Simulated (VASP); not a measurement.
The system is PbS.

```
Pb S
1.0
     4.24805    0.00000    0.00000
     0.00000    4.24805    0.00000
     0.00000    0.00000    6.00910
Pb S
2 2
Cartesian
  2.1240 0.0000 4.5002
  0.0000 2.1240 1.5089
  2.1240 0.0000 1.5108
  0.0000 2.1240 4.4983
```

```yaml
Program: VASP 6.6.1
Task: relaxation of cell and atoms
Functional: RPBE
Potentials_or_basis: VASP PAW PBE potentials, release 64 (Pb_d, S)
Cutoff: 600 eV
k_mesh: 8 × 8 × 6
Occupations: gaussian, width 0.02 eV
Spin: no spin polarisation
```

At the start: pressure 1.9 GPa; volume 27.11 Å³/atom.

Q: How do energy, volume and symmetry change on relaxing?

A: Over 3 steps the energy falls by 5.6 meV/atom and the volume is 28.11 Å³/atom (+3.7 %); space group Fm-3m (No. 225, to 0.1 Å) before and after.

Step by step:
```
step  energy change (eV)  largest force (eV/Å)  pressure (GPa)  volume (Å³)
   1              0.0000                0.0089            1.87       108.44
   2             -0.0212                0.0014           -0.43       113.47
   3             -0.0226                0.0017            0.01       112.44
```

Final structure:
```
Pb S
1.0
     4.29958    0.00000    0.00000
     0.00000    4.29958    0.00000
     0.00000    0.00000    6.08216
Pb S
2 2
Direct
  0.50000 0.00000 0.74895
  0.00000 0.50000 0.25105
  0.50000 0.00000 0.25136
  0.00000 0.50000 0.74864
```

Caveat: the PAW data sets were made with another functional, which shifts forces and pressure a little.
